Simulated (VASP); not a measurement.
In2O3, 10 atoms in the cell. The structure is trigonal, space group R-3c (No. 167). Conventional cell: a = 5.576 Å, b = 5.576 Å, c = 14.756 Å, α = 90.00°, β = 90.00°, γ = 120.00°. In (site symmetry 3) has 6 O at 2.16 to 2.29 Å within 2.9 Å. Within 2.9 Å of O (site symmetry 2) lie 4 In at 2.16 to 2.29 Å and 2 O at 2.86 Å. 

| Item | Value |
| --- | --- |
| Program | VASP 6.6.1 |
| Task | single point |
| Functional | PBE |
| Potentials or basis | VASP PAW PBE potentials, release 64 (In_d, O) |
| Cutoff | 520 eV |
| k mesh | 6 × 6 × 6 |
| Occupations | fermi-dirac, width 0.02 eV |
| Spin | no spin polarisation |
| Dipole correction | no |
| Further INCAR settings | ALGO = Normal; EDIFF = 1e-06; NBANDS = 55 |

Potentials or basis: VASP PAW PBE potentials, release 64 (In_d, O).

The run is started by

```sh
$ cat potpaw_PBE.64/In_d/POTCAR potpaw_PBE.64/O/POTCAR > POTCAR
$ mpirun -np 1 vasp_std > vasp.out
```

Hardware: 1 thread of Intel(R) Xeon(R) Platinum 8488C (Sapphire Rapids), with other jobs on the host.

Q: How long does it take, and how much memory?

A: It took 4.1 min on 1 thread of Intel(R) Xeon(R) Platinum 8488C (Sapphire Rapids) (shared host), peak memory 0.4 GiB. Counts: scf iterations 15, k points 32.
